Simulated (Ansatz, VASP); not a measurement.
# One calculation of Ti4C, two programs

```
Ti C
1.0
     4.22896    0.00000    0.00000
     0.00000    4.22896    0.00000
     0.00000    0.00000    4.22896
Ti C
4 1
Direct
  0.00000 0.50000 0.00000
  0.00000 0.00000 0.50000
  0.50000 0.00000 0.00000
  0.50000 0.50000 0.50000
  0.00000 0.00000 0.00000
```

Alike in both runs: functional PBE; k mesh 10 × 10 × 10; occupations gaussian, width 0.1 eV; no spin polarisation.

Ansatz relaxed the structure, and its values are those at the end. VASP's run is a single point on that final structure, the one shown.

|  | VASP | Ansatz |
| --- | --- | --- |
| version | VASP 6.6.1 | Ansatz 0.2.0 |
| potentials or method | VASP PAW PBE potentials, release 64 (Ti_sv, C), cutoff 520 eV | scalar-relativistic, plane waves, PAW |
| valence electrons in the cell | 52 | 52 |

Ansatz gave:

| Item | Value |
| --- | --- |
| gap on the k mesh at the Fermi level (eV) | none |
| pressure (GPa) | 0.0 |

Task: Estimate VASP's values.

Result: gap on the k mesh at the Fermi level (eV): none; pressure (GPa): -0.1.

A gap of «none» marks a metal or a gap that the smearing closes.
